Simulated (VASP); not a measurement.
Wanted: the native input for a VASP 6.6.1 run.

- Task: single point
- Functional: r2SCAN0
- Potentials or basis: VASP PAW PBE potentials, release 64 (Au, Cu)
- Cutoff: 520 eV
- k mesh: 5 × 5 × 4
- Occupations: fermi-dirac, width 0.05 eV
- Spin: no spin polarisation
- Dipole correction: no
- Grid for exact exchange (PRECFOCK): Normal
- Further INCAR settings: ALGO = Normal; EDIFF = 1e-07; NBANDS = 18
- Share of exact exchange: 0.25

Crystal: CuAu.

```xyz
2
Lattice="2.8107 0.0000 0.0000 0.0000 2.8107 0.0000 0.0000 0.0000 3.6850" Properties=species:S:1:pos:R:3 pbc="T T T"
Au    0.0000    0.0000    0.0000
Cu    1.4054    1.4054    1.8425
```

The input as run:

POSCAR

```
CuAu
1.0
    2.8107494552      0.0000000000      0.0000000000
    0.0000000000      2.8107494552      0.0000000000
    0.0000000000      0.0000000000      3.6850000000
Au Cu
1 1
Direct
    0.0000000000      0.0000000000      0.0000000000
    0.5000000000      0.5000000000      0.5000000000
```

INCAR.step1

```
SYSTEM = CuAu
  PREC = Accurate
  ENCUT = 520
  EDIFF = 1E-5
  ISMEAR = -1
  SIGMA = 0.05
  LREAL = .False.
  LASPH = .True.
  NELM = 60
  ALGO = Normal
  ISIF = 2
  LWAVE = .True.
  GGA = PE
  NBANDS = 18
```

INCAR.step2

```
SYSTEM = CuAu
  PREC = Accurate
  ENCUT = 520
  EDIFF = 1E-7
  ISMEAR = -1
  SIGMA = 0.05
  LREAL = .False.
  LASPH = .True.
  NELM = 60
  ALGO = Normal
  ISIF = 2
  LWAVE = .False.
  LCHARG = .True.
  METAGGA = R2SCAN
  LHFCALC = .True.
  AEXX = 0.25
  LMIXTAU = .True.
  PRECFOCK = Normal
  LELF = .True.
  LVHAR = .True.
  ISTART = 1
  NBANDS = 18
```

KPOINTS

```
Automatic mesh
0
Gamma
  5 5 4
  0 0 0
```

Potentials or basis: VASP PAW PBE potentials, release 64 (Au, Cu).

Run with:

```sh
$ cat potpaw_PBE.64/Au/POTCAR potpaw_PBE.64/Cu/POTCAR > POTCAR
$ cp INCAR.step1 INCAR
$ mpirun -np 1 vasp_std > vasp.out
$ cp INCAR.step2 INCAR
$ mpirun -np 1 vasp_std > vasp.out
```

It gave:

```
Pressure               : -0.5 GPa
Band gap on the k mesh : zero (bands 11 and 12 overlap by 7.02 eV)
```

Caveat: the k points lie up to 0.45 Å⁻¹ apart, too coarse for converged energies and pressures of a metal; the PAW data sets were made with another functional, which shifts forces and pressure a little; spin-orbit coupling is left out, which moves the levels of the heavy elements.

Run time: 28 min on 1 thread of Intel(R) Xeon(R) Platinum 8259CL CPU @ 2.50GHz (Skylake/Cascade Lake), with other jobs on the host, peak memory 0.16 GiB.
